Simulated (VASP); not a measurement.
Write the native input for VASP 6.6.1 that does the following.

```yaml
Task: single point
Functional: PBE
Potentials_or_basis: VASP PAW PBE potentials, release 64 (Cu)
Cutoff: 520 eV
k_mesh: 17 × 17 × 17
Occupations: fermi-dirac, width 0.05 eV
Spin: no spin polarisation
Dipole_correction: no
Further_INCAR_settings: ALGO = Normal; EDIFF = 1e-07; NBANDS = 18
```

The structure of Cu lies in POSCAR:

```
Cu
1.0
   -2.0348628701      2.0348628701      1.0828967750
    2.0348628701     -2.0348628701      1.0828967750
    2.0348628701      2.0348628701     -1.0828967750
Cu
2
Direct
   -0.3750000000     -0.1250000000     -0.2500000000
    0.3750000000      0.1250000000      0.2500000000
```

One way to write it, as run:

INCAR

```
PREC     = Accurate       # precision mode
ENCUT    = 520            # plane-wave cutoff, eV
EDIFF    = 1E-7           # SCF threshold, eV
ISMEAR   = -1             # smearing method
SIGMA    = 0.05           # smearing width, eV
LREAL    = False          # projectors in reciprocal space
LASPH    = True           # aspherical terms in the spheres
NELM     = 60             # most SCF steps
ALGO     = Normal         # electronic algorithm
ISIF     = 2              # what is computed and relaxed
LWAVE    = False          # write WAVECAR
LCHARG   = False          # write CHGCAR
GGA      = PE             # functional
NBANDS   = 18             # bands
```

KPOINTS

```
Automatic mesh
0
Gamma
  17 17 17
```

Potentials or basis: VASP PAW PBE potentials, release 64 (Cu).

The run is started by

```bash
$ cat potpaw_PBE.64/Cu/POTCAR > POTCAR
$ mpirun -np 1 vasp_std > vasp.out
```

Results of the run:

The pressure is 115.0 GPa and the band gap on the k mesh is zero (bands 11 and 12 overlap by 5.91 eV).

Caveat: the cell stands under pressure.

It took 70 s on 1 thread of Intel(R) Xeon(R) Platinum 8259CL CPU @ 2.50GHz (Skylake/Cascade Lake) (shared host), peak memory 0.22 GiB.
